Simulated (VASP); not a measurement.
A run of VASP 6.6.1 is set up as follows.

The input INCAR:

```
SYSTEM = P
PREC     = Accurate       ! precision mode
ENCUT    = 520            ! plane-wave cutoff, eV
EDIFF    = 1E-6           ! SCF threshold, eV
ISMEAR   = 0              ! smearing method
SIGMA    = 0.15           ! smearing width, eV
LREAL    = .FALSE.        ! projectors in reciprocal space
LASPH    = .TRUE.         ! aspherical terms in the spheres
NELM     = 60             ! most SCF steps
ALGO     = Normal         ! electronic algorithm
ISIF     = 2              ! what is computed and relaxed
LWAVE    = .FALSE.        ! write WAVECAR
LCHARG   = .FALSE.        ! write CHGCAR
GGA      = PS             ! functional
IVDW     = 12             ! dispersion correction
NBANDS   = 8              ! bands
```

The input KPOINTS:

```
Automatic mesh
0
G
  24 24 24
  0 0 0
```

The input POSCAR:

```
P
1.0
    2.3904808287      0.0000000000      0.0000000000
    0.0000000000      2.3904808287      0.0000000000
    0.0000000000      0.0000000000      2.3906484192
P
1
Direct
    0.0000000000      0.0000000000      0.0000000000
```

Potentials or basis: VASP PAW PBE potentials, release 64 (P).

Run with:

```bash
$ cat potpaw_PBE.64/P/POTCAR > POTCAR
$ mpirun -np 1 vasp_std > vasp.out
```

(1) Estimate the dispersion energy per atom.

(2) What does it give for the pressure?

Results:

(1) -0.415 eV.

(2) 0.1 GPa.

Caveat: the PAW data sets were made with another functional, which shifts forces and pressure a little; pairwise dispersion overbinds metals, which lowers pressure and volume.
